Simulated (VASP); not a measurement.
**AlN: single point with PBE**

AlN:

```
Al N
1.0
     3.23064    0.00000    0.00000
    -1.61532    2.79782    0.00000
     0.00000    0.00000    4.08290
Al N
2 2
Direct
  0.33333 0.66667 0.75000
  0.66667 0.33333 0.25000
  0.33333 0.66667 0.25000
  0.66667 0.33333 0.75000
```

| Property | Result |
| --- | --- |
| Program | VASP 6.6.1 |
| Task | single point |
| Functional | PBE |
| Potentials or basis | VASP PAW PBE potentials, release 64 (Al, N) |
| Cutoff | 520 eV |
| k mesh | 9 × 9 × 6 |
| Occupations | gaussian, width 0.05 eV |
| Spin | no spin polarisation |
| Dipole correction | no |
| Further INCAR settings | ALGO = Normal; EDIFF = 1e-07; NBANDS = 16 |

* Pressure: 18.1 GPa
* Band gap on the k mesh: 3.83 eV, direct

Stress tensor (GPa, compression positive):
```
19.22  0.00  0.00
 0.00 19.22  0.00
 0.00  0.00 15.74
```

Levels at points of the mesh, in eV from the valence-band top:
| k point | band 5 | band 6 | band 7 | band 8 | band 9 | band 10 | band 11 | band 12 |
| --- | --- | --- | --- | --- | --- | --- | --- | --- |
| (0.00, 0.00, 0.00) | -3.49 | -1.76 | -1.76 | 0.00 | 3.83 | 5.03 | 8.66 | 8.66 |
| (0.00, 0.00, 0.50) | -2.67 | -2.67 | -2.67 | -2.67 | 6.14 | 6.14 | 8.79 | 8.79 |

Run time: 8.7 s on 1 thread of Intel(R) Xeon(R) 6975P-C (Granite Rapids), with other jobs on the host, peak memory 0.15 GiB.

A k mesh can miss the band edges.
